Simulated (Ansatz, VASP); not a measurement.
# One calculation of Pb, two programs

File POSCAR:

```
Pb
1.0
    3.4524201150      0.0000000000      0.0000000000
   -1.7262100576      2.9898835242      0.0000000000
    0.0000000000      0.0000000000     11.2605791934
Pb
4
Direct
    0.6666666667      0.3333333333      0.7500000000
    0.0000000000      0.0000000000      0.5000000000
    0.3333333333      0.6666666667      0.2500000000
    0.0000000000      0.0000000000      0.0000000000
```

Contents of INCAR.step1:

```
SYSTEM = Pb
  PREC = Accurate
  ENCUT = 520
  ISMEAR = -1
  SIGMA = 0.05
  LREAL = .False.
  LASPH = .True.
  NELM = 60
  NBANDS = 36
  GGA = PE
  ALGO = Normal
  EDIFF = 1E-4
  LWAVE = .True.
  LCHARG = .False.
```

INCAR.step2

```
SYSTEM = Pb
  PREC = Accurate
  ENCUT = 520
  EDIFF = 1E-6
  ISMEAR = -1
  SIGMA = 0.05
  LREAL = .False.
  LASPH = .True.
  NELM = 60
  ALGO = Normal
  ISIF = 2
  LWAVE = .False.
  LCHARG = .False.
  METAGGA = R2SCAN
  LMIXTAU = .True.
  NBANDS = 36
  ISTART = 1
```

KPOINTS

```
Automatic mesh
0
Gamma
  9 9 3
  0 0 0
```

Contents of input.yaml:

```yaml
crystal:
  lattice:
    - [3.452420115, 0.0, 0.0]
    - [-1.7262100576, 2.9898835242, 0.0]
    - [0.0, 0.0, 11.2605791934]
  atoms:
    - { symbol: Pb, position: [0.6666666667, 0.3333333333, 0.75] }
    - { symbol: Pb, position: [0.0, 0.0, 0.5] }
    - { symbol: Pb, position: [0.3333333333, 0.6666666667, 0.25] }
    - { symbol: Pb, position: [0.0, 0.0, 0.0] }
hamiltonian:
  xc: r2scan
  pseudopotentials: { kind: paw }
kpoints:
  mp_grid: { grid: [9, 9, 3] }
scf:
  occupations: { method: fermi_dirac, width: 0.05 }
output:
  forces: true
  stress: true
  eigenvalues: true
```

Alike in both runs: task single point; functional r2SCAN; k mesh 9 × 9 × 3; occupations fermi-dirac, width 0.05 eV; no spin polarisation.

|  | VASP | Ansatz |
| --- | --- | --- |
| version | VASP 6.6.1 | Ansatz 0.2.0 |
| potentials or method | VASP PAW PBE potentials, release 64 (Pb_d) | Ansatz PAW |
| plane-wave cutoff (eV) | 520 | 500 |
| valence electrons in the cell | 56 | 56 |

```csv
,VASP,Ansatz,Ansatz less VASP
gap on the k mesh at the Fermi level (eV),none,none,-
pressure (GPa),3.4,3.4,0.00
"traceless stress, the component that is largest in VASP (GPa)",0.48,0.48,+0.002
```

VASP's potentials were made for PBE, not for r2SCAN. A gap of «none» marks a metal or a gap that the smearing closes.

Spin-orbit coupling is off throughout.
